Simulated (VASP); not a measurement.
# WC (Pm) in VASP: further runs

The runs below take WC through single point, with PBE.

All numbers are computed with VASP 6.6.1; they aren't measurements. Logs are shortened: lines on timing, memory, paths and dates and some standing lists are left out, and cuts for length are marked.

## 1. The cell of the first run

Symmetry: Pm, No. 6, monoclinic system. The conventional cell has a = 2.901 Å, b = 2.829 Å, c = 2.901 Å, α = 90.00°, β = 120.00°, γ = 90.00°. Within 2.7 Å of W (site symmetry m) lie 6 C at 2.01 to 2.40 Å. C (site symmetry m) has 6 W at 2.01 to 2.40 Å within 2.7 Å.

## 2. Single point, PBE (atom 2 (C) moved by (-0.300, +0.000) A along x and z)

Contents of INCAR:

```
SYSTEM = WC
PREC     = Accurate       ! precision mode
ENCUT    = 520            ! plane-wave cutoff, eV
EDIFF    = 1E-6           ! SCF threshold, eV
ISMEAR   = 0              ! smearing method
SIGMA    = 0.15           ! smearing width, eV
LREAL    = .False.        ! projectors in reciprocal space
LASPH    = .True.         ! aspherical terms in the spheres
NELM     = 100            ! most SCF steps
ALGO     = Normal         ! electronic algorithm
ISIF     = 2              ! what is computed and relaxed
LWAVE    = .False.        ! write WAVECAR
LCHARG   = .False.        ! write CHGCAR
GGA      = PE             ! functional
NBANDS   = 16             ! bands
```

Contents of KPOINTS:

```
regular mesh
0
Gamma
  18 18 16
  0 0 0
```

Contents of POSCAR:

```
WC
1.0
    2.9005014360      0.0000000000      0.0000000000
   -1.4502507180      2.5119079273      0.0000000000
    0.0000000000      0.0000000000      2.8290000000
W C
1 1
Direct
    0.0000000000      0.0000000000      0.0000000000
    0.5632362748      0.3333333333      0.5000000000
```

Potentials or basis: VASP PAW PBE potentials, release 64 (W_sv, C).

Started as:

```bash
$ cat potpaw_PBE.64/W_sv/POTCAR potpaw_PBE.64/C/POTCAR > POTCAR
$ mpirun -np 1 vasp_std > vasp.out
```

OUTCAR:

```text
SYSTEM = WC
   PREC = Accurate
   ENCUT = 520
   EDIFF = 1E-6
   ISMEAR = 0
   LREAL = .False.
   LASPH = .True.
   NELM = 100
   ISIF = 2
   GGA = PE

 ion  position               nearest neighbor table
   1  0.000  0.000  0.000-   2 2.01   2 2.01   2 2.21   2 2.21   2 2.40   2 2.40
   2  0.563  0.333  0.500-   1 2.01   1 2.01   1 2.21   1 2.21   1 2.40   1 2.40

  LATTYP: Found a hexagonal cell.
 ALAT       =     2.9005014360
 C/A-ratio  =     0.9753485949

  Lattice vectors:

 A1 = (   2.9005014360,   0.0000000000,   0.0000000000)
 A2 = (  -1.4502507180,   2.5119079273,   0.0000000000)
 A3 = (   0.0000000000,   0.0000000000,   2.8290000000)

Analysis of symmetry for initial positions (statically):
=====================================================================
 Subroutine PRICEL returns:
 Original cell was already a primitive cell.

 Routine SETGRP: Setting up the symmetry group for a
 hexagonal supercell.

 Subroutine GETGRP returns: Found  2 space group operations
 (whereof  2 operations were pure point group operations)
 out of a pool of 24 trial point group operations.

The static configuration has the point symmetry C_1h.

Analysis of symmetry for dynamics (positions and initial velocities):
=====================================================================
 Subroutine PRICEL returns:
 Original cell was already a primitive cell.

 Routine SETGRP: Setting up the symmetry group for a
 hexagonal supercell.

 Subroutine GETGRP returns: Found  2 space group operations
 (whereof  2 operations were pure point group operations)
 out of a pool of 24 trial point group operations.

The dynamic configuration has the point symmetry C_1h.

 Subroutine INISYM returns: Found  2 space group operations
 (whereof  2 operations are pure point group operations),
 and found     1 'primitive' translations

----------------------------------------------------------------------------------------

                                     Primitive cell

  volume of cell :      20.6115

  direct lattice vectors                    reciprocal lattice vectors
     2.900501436  0.000000000  0.000000000     0.344767973  0.199051882  0.000000000
    -1.450250718  2.511907927  0.000000000     0.000000000  0.398103764  0.000000000
     0.000000000  0.000000000  2.829000000     0.000000000  0.000000000  0.353481796

  length of vectors
     2.900501436  2.900501436  2.829000000     0.398103764  0.398103764  0.353481796

  position of ions in fractional coordinates (direct lattice)
     0.000000000  0.000000000  0.000000000
     0.563236275  0.333333333  0.500000000

  ion indices of the primitive-cell ions
   primitive index   ion index
                 1           1
                 2           2

----------------------------------------------------------------------------------------

 KPOINTS: regular mesh

Automatic generation of k-mesh.
 Grid dimensions read from file:
 generate k-points for:   18   18   16

 Generating k-lattice:

  Cartesian coordinates                     Fractional coordinates (reciprocal lattice)
     0.019153776  0.011058438  0.000000000     0.055555556  0.000000000  0.000000000
     0.000000000  0.022116876  0.000000000     0.000000000  0.055555556  0.000000000
     0.000000000  0.000000000  0.022092612     0.000000000  0.000000000  0.062500000

  Length of vectors
     0.022116876  0.022116876  0.022092612

  Shift w.r.t. Gamma in fractional coordinates (k-lattice)
     0.000000000  0.000000000  0.000000000

 Subroutine IBZKPT returns following result:
 ===========================================

 Found   1476 irreducible k-points:

 Following reciprocal coordinates:
            Coordinates               Weight
  0.000000  0.000000  0.000000      1.000000
  0.055556  0.000000  0.000000      2.000000
  0.000000  0.055556  0.000000      2.000000
 -0.055556  0.055556  0.000000      2.000000
  0.111111  0.000000  0.000000      2.000000
  0.000000  0.111111  0.000000      2.000000
[... 16 lines left out ...]
  0.444444 -0.000000  0.000000      2.000000
  0.000000  0.444444  0.000000      2.000000
 [... further k-points ...]
   k-points           NKPTS =   1476   k-points in BZ     NKDIM =   1476   number of bands    NBANDS=     16
   number of dos      NEDOS =    301   number of ions     NIONS =      2
   total plane-waves  NPLWV =  13824
   dimension x,y,z NGX =    24 NGY =   24 NGZ =   24
   dimension x,y,z NGXF=    48 NGYF=   48 NGZF=   48
   ions per type =               1   1
   NGX,Y,Z   is equivalent  to a cutoff of  13.76, 13.76, 14.10 a.u.
   NGXF,Y,Z  is equivalent  to a cutoff of  27.51, 27.51, 28.21 a.u.
 SYSTEM =  WC
   PREC   = accura    normal or accurate (medium, high low for compatibility)
   ISTART =      0    job   : 0-new  1-cont  2-samecut
   ICHARG =      2    charge: 1-file 2-atom 10-const
   ISPIN  =      1    spin polarized calculation?
   LNONCOLLINEAR =      F non collinear calculations
   LSORBIT =      F    spin-orbit coupling
   LASPH  =      T    aspherical Exc in radial PAW
   ENCUT  =  520.0 eV  38.22 Ry    6.18 a.u.   5.39  5.39  5.26*2*pi/ulx,y,z
   NELM   =    100;   NELMIN=  2; NELMDL= -5     # of ELM steps
   EDIFF  = 0.1E-05   stopping-criterion for ELM
   LREAL  =      F    real-space projection
   EDIFFG = 0.1E-04   stopping-criterion for IOM
   NSW    =      0    number of steps for IOM
   IBRION =     -1    ionic relax: 0-MD 1-quasi-New 2-CG
   NFREE  =      0    steps in history (QN), initial steepest desc. (CG)
   ISIF   =      2    stress and relaxation
   ISYM   =      2    0-nonsym 1-usesym 2-fastsym
   POTIM  = 0.5000    time-step for ionic-motion
   TEBEG  =    0.0;   TEEND  =   0.0 temperature during run
   PSTRESS=    0.0 pullay stress
   NELECT =      18.0000    total number of electrons
   NUPDOWN=      -1.0000    fix difference up-down
   EMIN   =  10.00;   EMAX   =-10.00  energy-range for DOS
   EFERMI =   0.00;   METHOD = LEGACY
   ISMEAR =     0;   SIGMA  =   0.15  broadening in eV -4-tet -1-fermi 0-gaus
   EFERMI_NEDOS =   21; number of points for ismear=-14 and -15
   IALGO  =     38    algorithm
   IMIX   =      4    mixing-type and parameters
     AMIX     =   0.40;   BMIX     =  1.00
     AMIX_MAG =   1.60;   BMIX_MAG =  1.00
  volume/ion in A,a.u.               =      10.31        69.55
  Fermi-wavevector in a.u.,A,eV,Ry     =   1.564813  2.957068 33.315762  2.448639
  Thomas-Fermi vector in A             =   2.667381
   LORBIT       =      0    0 simple, 1 ext, 2 COOP (PROOUT), +10 PAW based schemes
   GGA     = PE    functional components
   LHFCALC =     F    Hartree Fock is set to
   AEXX    =    0.0000 exact exchange contribution
   IVDW    =     0    specifies the selected vdW correction
   LEPSILON=     F    determine dielectric tensor
   LRPA    =     F    only Hartree local field effects (RPA)
 non-spin polarized calculation
 Gauss-broadening in eV      SIGMA  =   0.15
  energy-cutoff  :      520.00
  volume of cell :       20.61
 maximum number of plane-waves:       580
 NGX is ok and might be reduce to    24
   NGX = 11   NGY = 11   NGZ = 11

 number of electron      18.0000001 magnetization

 Free energy of the ion-electron system (eV)
  ---------------------------------------------------
  ext. energy  EPLUGINS =         0.00000000
  ---------------------------------------------------
  free energy    TOTEN  =       -21.73355352 eV

  energy without entropy =      -21.72947252  energy(sigma->0) =      -21.73151302

 E-fermi :  11.5079     XC(G=0): -13.8129

 val. band max:       11.5022188042   @ k =  -0.1667   0.1667   0.3125
 cond. band min:      11.5129650784   @ k =  -0.0556   0.1111   0.3750
 fundamental gap:      0.0107462742
 Fermi energy:        11.5079012764

 k-point     1 :       0.0000    0.0000    0.0000
  band No.  band energies     occupation
      1     -62.7163      2.00000
      2     -26.7731      2.00000
      3     -26.6255      2.00000
      4     -26.6004      2.00000
      5      -3.3591      2.00000
      6       6.4012      2.00000
[... 8 lines left out ...]
     15      25.4429      0.00000
     16      26.6391      0.00000

 k-point     2 :       0.0556    0.0000    0.0000
  band No.  band energies     occupation
      1     -62.7144      2.00000
      2     -26.7694      2.00000
      3     -26.6458      2.00000
      4     -26.6136      2.00000
      5      -3.2707      2.00000
      6       6.4076      2.00000
[... 8 lines left out ...]
     15      25.4500      0.00000
     16      26.8943      0.00000

 k-point     3 :       0.0000    0.0556    0.0000
  band No.  band energies     occupation
      1     -62.7144      2.00000
      2     -26.7696      2.00000
      3     -26.6519      2.00000
      4     -26.6068      2.00000
      5      -3.2758      2.00000
      6       6.4349      2.00000
[... 8 lines left out ...]
     15      25.2463      0.00000
     16      26.8024      0.00000

 k-point     4 :      -0.0556    0.0556    0.0000
  band No.  band energies     occupation
      1     -62.7145      2.00000
      2     -26.7699      2.00000
      3     -26.6357      2.00000
      4     -26.6219      2.00000
      5      -3.2858      2.00000
      6       6.4481      2.00000
[... 8 lines left out ...]
     15      24.8808      0.00000
     16      27.3031      0.00000

 k-point     5 :       0.1111    0.0000    0.0000
  band No.  band energies     occupation
      1     -62.7091      2.00000
      2     -26.7588      2.00000
      3     -26.7199      2.00000
      4     -26.6351      2.00000
      5      -3.0116      2.00000
      6       6.3734      2.00000
[... 8 lines left out ...]
     15      25.5593      0.00000
     16      27.5104      0.00000

 k-point     6 :       0.0000    0.1111    0.0000
  band No.  band energies     occupation
      1     -62.7092      2.00000
      2     -26.7595      2.00000
      3     -26.7282      2.00000
      4     -26.6243      2.00000
      5      -3.0322      2.00000
      6       6.4827      2.00000
[... 8 lines left out ...]
     15      24.8818      0.00000
     16      27.1939      0.00000

 k-point     7 :      -0.1111    0.1111    0.0000
  band No.  band energies     occupation
      1     -62.7093      2.00000
      2     -26.7608      2.00000
      3     -26.7029      2.00000
      4     -26.6454      2.00000
      5      -3.0726      2.00000
      6       6.5507      2.00000
[... 8 lines left out ...]
     15      24.1745      0.00000
     16      28.2834      0.00000

 k-point     8 :       0.1667    0.0000    0.0000
  band No.  band energies     occupation
      1     -62.7011      2.00000
      2     -26.8369      2.00000
      3     -26.7425      2.00000
      4     -26.6629      2.00000
      5      -2.5985      2.00000
      6       6.1572      2.00000
[... 8 lines left out ...]
     15      25.8258      0.00000
     16      28.2917      0.00000

 k-point     9 :       0.0000    0.1667    0.0000
  band No.  band energies     occupation
      1     -62.7012      2.00000
      2     -26.8437      2.00000
      3     -26.7440      2.00000
      4     -26.6508      2.00000
      5      -2.6464      2.00000
      6       6.3203      2.00000
[... 8 lines left out ...]
     15      24.6446      0.00000
     16      27.7009      0.00000
[... 172 lines left out ...]
 k-point    19 :      -0.3333    0.3333    0.0000
  band No.  band energies     occupation
      1     -62.6716      2.00000
      2     -27.2181      2.00000
      3     -26.7676      2.00000
      4     -26.6935      2.00000
      5      -1.3950      2.00000
      6       5.2155      2.00000
[... 8 lines left out ...]
     15      24.9207      0.00000
     16      28.3140      0.00000

 k-point    20 :       0.3889   -0.0000    0.0000
  band No.  band energies     occupation
      1     -62.6625      2.00000
      2     -27.3717      2.00000
      3     -26.7888      2.00000
      4     -26.6641      2.00000
      5      -0.0380      2.00000
      6       3.9014      2.00000
[... 8 lines left out ...]
     15      25.1520      0.00000
     16      28.8016      0.00000

 k-point    21 :       0.0000    0.3889    0.0000
  band No.  band energies     occupation
      1     -62.6629      2.00000
      2     -27.3688      2.00000
      3     -26.7745      2.00000
      4     -26.6694      2.00000
      5      -0.4129      2.00000
      6       4.4069      2.00000
[... 8 lines left out ...]
     15      24.3834      0.00000
     16      27.5550      0.00000

 k-point    22 :      -0.3889    0.3889    0.0000
  band No.  band energies     occupation
      1     -62.6637      2.00000
      2     -27.3219      2.00000
      3     -26.7928      2.00000
      4     -26.6793      2.00000
      5      -1.0028      2.00000
      6       4.9751      2.00000
[... 8 lines left out ...]
     15      24.7681      0.00000
     16      27.8373      0.00000

 k-point    23 :       0.4444   -0.0000    0.0000
  band No.  band energies     occupation
      1     -62.6572      2.00000
      2     -27.4420      2.00000
      3     -26.8058      2.00000
      4     -26.6533      2.00000
      5       0.5474      2.00000
      6       3.3944      2.00000
[... 8 lines left out ...]
     15      24.0591      0.00000
     16      29.3779      0.00000

 k-point    24 :       0.0000    0.4444    0.0000
  band No.  band energies     occupation
      1     -62.6576      2.00000
      2     -27.4379      2.00000
      3     -26.7912      2.00000
      4     -26.6591      2.00000
      5       0.0052      2.00000
      6       4.1153      2.00000
[... 8 lines left out ...]
     15      23.3709      0.00000
     16      27.5835      0.00000

 [... further k-points ...]
[... 5 lines left out ...]
  --------------------------------------------------------------------------------------
  -------------------------------------------------------------------------------------
  Total        2.4502730      2.3651495      4.2779784      1.6372158      0.0000000      0.0000000
  in kB      190.4650566    183.8482245    332.5365767    127.2643484      0.0000000      0.0000000
  external PRESSURE =     235.6166193 kB  Pullay stress =       0.0000000 kB

 VOLUME and BASIS-vectors are now :
 -----------------------------------------------------------------------------
  energy-cutoff  :      520.00
  volume of cell :       20.61
      direct lattice vectors                 reciprocal lattice vectors
     2.900501436  0.000000000  0.000000000     0.344767973  0.199051882  0.000000000
    -1.450250718  2.511907927  0.000000000     0.000000000  0.398103764  0.000000000
     0.000000000  0.000000000  2.829000000     0.000000000  0.000000000  0.353481796

 POSITION                                       TOTAL-FORCE (eV/Angst)
 -----------------------------------------------------------------------------------
      0.00000      0.00000      0.00000        -4.489475     -0.961638      0.000000
      1.15025      0.83730      1.41450         4.489475      0.961638      0.000000
 -----------------------------------------------------------------------------------
    total drift:                                0.000063      0.000272     -0.000000

  FREE ENERGIE OF THE ION-ELECTRON SYSTEM (eV)
  ---------------------------------------------------
  free  energy   TOTEN  =       -21.7335535245 eV

  energy  without entropy=      -21.7294725184  energy(sigma->0) =      -21.73151302
```

Run time: 3.9 min. Hardware: 1 thread of Intel Xeon 6975P-C (Granite Rapids), shared host; peak memory 0.56 GiB.

What came out:

```
Free energy            : -21.7336 eV
Pressure               : 23.6 GPa
Largest force          : 4.591 eV/Å
Band gap on the k mesh : zero (bands 9 and 10 overlap by 1.78 eV)
```

Forces in eV/Å, atoms in the order of the input:
```
W   -4.489 -0.962  0.000
C    4.489  0.962  0.000
```

Stress tensor (GPa, compression positive):
```
19.05 12.73  0.00
12.73 18.38  0.00
 0.00  0.00 33.25
```

Levels at points of the mesh, in eV from the Fermi level:
```csv
k point,band 7,band 8,band 9,band 10,band 11,band 12
"(0.00, 0.00, 0.00)",-3.81,-2.81,-0.78,2.91,2.99,3.43
"(0.50, 0.00, 0.00)",-4.94,-4.34,-0.12,2.20,3.78,4.79
"(0.00, 0.50, 0.00)",-5.08,-4.42,0.78,1.86,4.11,5.06
"(0.50, 0.50, 0.00)",-4.50,-3.23,-0.44,1.58,4.47,4.97
"(0.00, 0.00, 0.50)",-3.96,-1.25,-0.80,-0.21,1.49,3.57
"(0.50, 0.00, 0.50)",-4.15,-3.84,-0.88,4.23,5.05,5.55
"(0.00, 0.50, 0.50)",-4.87,-3.74,-0.39,4.12,4.13,5.00
"(0.50, 0.50, 0.50)",-5.77,-5.02,1.00,4.17,4.93,5.89
```

Caveat: the cell differs from its parent crystal (atom 2 (C) moved by (-0.300, +0.000) A along x and z); the stress differs along the axes, from 18 to 33 GPa; spin-orbit coupling is left out, which moves the levels of the heavy elements; forces of over 1 eV/Å act on the atoms, so gaps and moduli don't describe the material at rest.

## 3. Single point, PBE (atom 2 (C) moved by (-0.150, +0.000) A along x and z)

Contents of INCAR:

```
PREC = Accurate
ENCUT = 520
EDIFF = 1E-7
ISMEAR = 0
SIGMA = 0.15
LREAL = F
LASPH = T
NELM = 80
ALGO = Normal
ISIF = 2
LWAVE = F
LCHARG = T
GGA = PE
LELF = T
LVHAR = T
NBANDS = 16
```

Contents of KPOINTS:

```
Automatic mesh
0
Gamma
  18 18 16
```

Edit POSCAR of step 2 so:

```diff
@@ -9,2 +9,2 @@
     0.0000000000      0.0000000000      0.0000000000
-    0.5632362748      0.3333333333      0.5000000000
+    0.6149514708      0.3333333333      0.5000000000
```

Potentials or basis: VASP PAW PBE potentials, release 64 (W_sv, C).

Started as:

```bash
$ cat potpaw_PBE.64/W_sv/POTCAR potpaw_PBE.64/C/POTCAR > POTCAR
$ mpirun -np 1 vasp_std > vasp.out
```

Run time: 5 min. Hardware: 1 thread of Intel Xeon 6975P-C (Granite Rapids), shared host; peak memory 0.55 GiB.

Results (log left out):

* Free energy: -22.2555 eV
* Pressure: 13.2 GPa
* Largest force: 2.404 eV/Å
* Band gap on the k mesh: zero (bands 9 and 10 overlap by 1.34 eV)

Forces on the atoms (eV/Å):
```
W   -2.391 -0.250  0.000
C    2.391  0.250  0.000
```

Stress tensor (GPa, compression positive):
```
11.89  6.56  0.00
 6.56 11.73  0.00
 0.00  0.00 15.90
```

Levels at points of the mesh, in eV from the Fermi level:
| k point | band 6 | band 7 | band 8 | band 9 | band 10 | band 11 | band 12 | band 13 |
| --- | --- | --- | --- | --- | --- | --- | --- | --- |
| (0.00, 0.00, 0.00) | -4.55 | -3.53 | -3.10 | -0.11 | 3.10 | 3.42 | 4.42 | 5.72 |
| (0.50, 0.00, 0.00) | -7.58 | -4.17 | -3.78 | -0.26 | 2.39 | 4.28 | 4.82 | 8.04 |
| (0.00, 0.50, 0.00) | -7.15 | -4.05 | -3.82 | -0.05 | 2.24 | 4.44 | 5.01 | 7.16 |
| (0.50, 0.50, 0.00) | -6.74 | -3.82 | -3.29 | -0.52 | 2.15 | 4.65 | 5.11 | 5.87 |
| (0.00, 0.00, 0.50) | -8.74 | -2.99 | -1.06 | -0.77 | -0.61 | 3.04 | 3.71 | 5.95 |
| (0.50, 0.00, 0.50) | -6.20 | -4.15 | -3.86 | -0.22 | 4.44 | 5.32 | 6.48 | 8.92 |
| (0.00, 0.50, 0.50) | -6.47 | -4.54 | -3.99 | 0.14 | 4.40 | 5.29 | 5.86 | 9.44 |
| (0.50, 0.50, 0.50) | -6.88 | -4.88 | -4.56 | 0.73 | 4.40 | 5.26 | 6.39 | 9.62 |

Caveat: the cell differs from its parent crystal (atom 2 (C) moved by (-0.150, +0.000) A along x and z); the cell stands under pressure; spin-orbit coupling is left out, which moves the levels of the heavy elements; forces of over 1 eV/Å act on the atoms, so gaps and moduli don't describe the material at rest.
